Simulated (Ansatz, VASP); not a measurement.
MgO: VASP beside Ansatz

```xyz
2
Lattice="0.0000 2.1061 2.1061 2.1061 0.0000 2.1061 2.1061 2.1061 0.0000" Properties=species:S:1:pos:R:3 pbc="T T T"
Mg    0.0000    0.0000    0.0000
O     2.1061    2.1061    2.1061
```

Alike in both runs: task single point; functional LDA; k mesh 8 × 8 × 8; occupations fermi-dirac, width 0.02 eV; no spin polarisation.

|  | VASP | Ansatz |
| --- | --- | --- |
| version | VASP 6.6.1 | Ansatz 0.2.0 |
| potentials or method | VASP PAW LDA potentials, release 64 (Mg, O), cutoff 600 eV | PAW, plane waves, scalar-relativistic |
| valence electrons in the cell | 8 | 16 |

|  | VASP | Ansatz | Ansatz less VASP |
| --- | --- | --- | --- |
| pressure (GPa) | -8.0 | -6.1 | +1.91 |

LDA's correlation is that of Perdew and Zunger in VASP and of Perdew and Wang (1992) in Ansatz. VASP's potentials hold 8 valence electrons a cell and Ansatz's 16, so a difference there can come from the potentials and not from the codes.
